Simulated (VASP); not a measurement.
Wanted: the native input for a VASP 6.6.1 run.

```yaml
Task: single point
Functional: r2SCAN
Potentials_or_basis: VASP PAW PBE potentials, release 64 (Re)
Cutoff: 520 eV
k_mesh: 13 × 13 × 7
Occupations: gaussian, width 0.6 eV
Spin: no spin polarisation
Dipole_correction: no
Further_INCAR_settings: ALGO = Normal; EDIFF = 1e-06; NBANDS = 14
```

Crystal: Re.

```
Re
1.0
     2.75983    0.00000    0.00000
    -1.37991    2.39008    0.00000
     0.00000    0.00000    4.45723
Re
2
Direct
  0.33333 0.66667 0.25000
  0.66667 0.33333 0.75000
```

These files were run (other wordings do the same):

POSCAR

```
Re
1.0
    2.7598270443      0.0000000000      0.0000000000
   -1.3799135221      2.3900803304      0.0000000000
    0.0000000000      0.0000000000      4.4572270891
Re
2
Direct
    0.3333333333      0.6666666667      0.2500000000
    0.6666666667      0.3333333333      0.7500000000
```

INCAR.step1

```
SYSTEM = Re
  ALGO = Normal
  EDIFF = 1E-4
  ENCUT = 520
  GGA = PE
  ISMEAR = 0
  LASPH = .True.
  LCHARG = .False.
  LREAL = .False.
  LWAVE = .True.
  NBANDS = 14
  NELM = 60
  PREC = Accurate
  SIGMA = 0.6
```

INCAR.step2

```
SYSTEM = Re
  ALGO = Normal
  EDIFF = 1E-6
  ENCUT = 520
  ISIF = 2
  ISMEAR = 0
  ISTART = 1
  LASPH = .True.
  LCHARG = .True.
  LELF = .True.
  LMIXTAU = .True.
  LREAL = .False.
  LVHAR = .True.
  LWAVE = .False.
  METAGGA = R2SCAN
  NBANDS = 14
  NELM = 60
  PREC = Accurate
  SIGMA = 0.6
```

KPOINTS

```
k-points
0
Gamma
  13 13 7
  0 0 0
```

Potentials or basis: VASP PAW PBE potentials, release 64 (Re).

Run with:

```console
$ cat potpaw_PBE.64/Re/POTCAR > POTCAR
$ cp INCAR.step1 INCAR
$ mpirun -np 1 vasp_std > vasp.out
$ cp INCAR.step2 INCAR
$ mpirun -np 1 vasp_std > vasp.out
```

Results of the run:

```yaml
Pressure: 0.9 GPa
Band_gap_on_the_k_mesh: zero (bands 7 and 8 overlap by 2.80 eV)
```

Caveat: so wide a smearing shifts energies and pressures; the PAW data sets were made with another functional, which shifts forces and pressure a little; spin-orbit coupling is left out, which moves the levels of the heavy elements.

Run time: 2 min on 1 thread of Intel Xeon 8259CL (shared host), peak memory 0.18 GiB.
